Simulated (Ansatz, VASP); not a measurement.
# Two plane-wave programs on MgO

Contents of INCAR:

```
PREC     = Accurate       # precision mode
ENCUT    = 520            # plane-wave cutoff, eV
EDIFF    = 1E-6           # SCF threshold, eV
ISMEAR   = 1              # smearing method
SIGMA    = 0.5            # smearing width, eV
LREAL    = F              # projectors in reciprocal space
LASPH    = T              # aspherical terms in the spheres
NELM     = 60             # most SCF steps
ALGO     = Normal         # electronic algorithm
ISIF     = 2              # what is computed and relaxed
LWAVE    = F              # write WAVECAR
LCHARG   = F              # write CHGCAR
GGA      = PS             # functional
NBANDS   = 11             # bands
```

KPOINTS

```
regular mesh
0
Gamma
  8 8 8
```

POSCAR

```
MgO
1.0
    0.0000000000      2.1021674168      2.1021674168
    2.1021674168      0.0000000000      2.1021674168
    2.1021674168      2.1021674168      0.0000000000
Mg O
1 1
Direct
    0.0000000000      0.0000000000      0.0000000000
    0.5000000000      0.5000000000      0.5000000000
```

Input for Ansatz:

```yaml
crystal:
  lattice:
    - [0.0, 2.1021674168, 2.1021674168]
    - [2.1021674168, 0.0, 2.1021674168]
    - [2.1021674168, 2.1021674168, 0.0]
  atoms:
    - { symbol: Mg, position: [0.0, 0.0, 0.0] }
    - { symbol: O, position: [0.5, 0.5, 0.5] }
kpoints:
  mp_grid: { grid: [8, 8, 8] }
hamiltonian:
  xc: pbesol
scf:
  occupations: { method: methfessel_paxton, width: 0.5 }
  n_extra_bands: 4
output:
  forces: true
  stress: true
  eigenvalues: true
```

Alike in both runs: task single point; functional PBEsol; k mesh 8 × 8 × 8; occupations methfessel-paxton of order 1, width 0.5 eV; no spin polarisation.

|  | VASP | Ansatz |
| --- | --- | --- |
| version | VASP 6.6.1 | Ansatz 0.2.0 |
| potentials or method | VASP PAW PBE potentials, release 64 (Mg, O) | plane waves |
| plane-wave cutoff (eV) | 520 | 420 |
| valence electrons in the cell | 8 | 16 |

Ansatz gave:

```
pressure (GPa) : 1.1
```

Which values does VASP return?

Pressure (GPa): 0.4.

VASP's potentials were made for PBE, not for PBEsol. VASP's potentials hold 8 valence electrons a cell and Ansatz's 16, so a difference there can come from the potentials and not from the codes.
